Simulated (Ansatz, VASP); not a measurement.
Si2W: VASP beside Ansatz

```
CELL_PARAMETERS angstrom
-1.61434 1.61434 3.93491
1.61434 -1.61434 3.93491
1.61434 1.61434 -3.93491
ATOMIC_POSITIONS crystal
W 0.00000 0.00000 0.00000
Si 0.33451 0.33451 0.00000
Si 0.66549 0.66549 0.00000
```

Alike in both runs: functional PBE; k mesh 14 × 14 × 14; occupations fermi-dirac, width 0.1 eV; no spin polarisation.

Ansatz relaxed the structure, and its values are those at the end. VASP's run is a single point on that final structure, the one shown.

|  | VASP | Ansatz |
| --- | --- | --- |
| version | VASP 6.6.1 | Ansatz 0.2.0 |
| potentials or method | VASP PAW PBE potentials, release 64 (W_sv, Si) | PAW with Ansatz's default frozen-core files, scalar-relativistic |
| plane-wave cutoff (eV) | 520 | 420 |
| valence electrons in the cell | 22 | 22 |

|  | VASP | Ansatz | Ansatz less VASP |
| --- | --- | --- | --- |
| pressure (GPa) | 0.1 | 0.0 | -0.05 |

With one functional, cell and mesh, what is left measures potentials, basis and numerics.

Neither program's run includes spin-orbit coupling.
